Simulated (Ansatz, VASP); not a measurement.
One calculation of TaBi, two programs

```
Ta Bi
1.0
     0.00000    2.89053    2.89053
     2.89053    0.00000    2.89053
     2.89053    2.89053    0.00000
Ta Bi
1 1
Direct
  0.50000 0.50000 0.50000
  0.00000 0.00000 0.00000
```

Alike in both runs: task single point; functional PBEsol; k mesh 10 × 10 × 10; occupations gaussian, width 0.05 eV; no spin polarisation.

|  | VASP | Ansatz |
| --- | --- | --- |
| version | VASP 6.6.1 | Ansatz 0.2.0 |
| potentials or method | VASP PAW PBE potentials, release 64 (Ta_pv, Bi_d), cutoff 520 eV | scalar-relativistic, plane waves, PAW |
| valence electrons in the cell | 26 | 28 |

```csv
,VASP,Ansatz,Ansatz less VASP
gap on the k mesh at the Fermi level (eV),none,none,-
pressure (GPa),-2.1,-2.1,0.00
```

VASP's potentials were made for PBE, not for PBEsol. A gap of «none» marks a metal or a gap that the smearing closes. VASP's potentials hold 26 valence electrons a cell and Ansatz's 28, so a difference there can come from the potentials and not from the codes.

Neither program's run includes spin-orbit coupling.
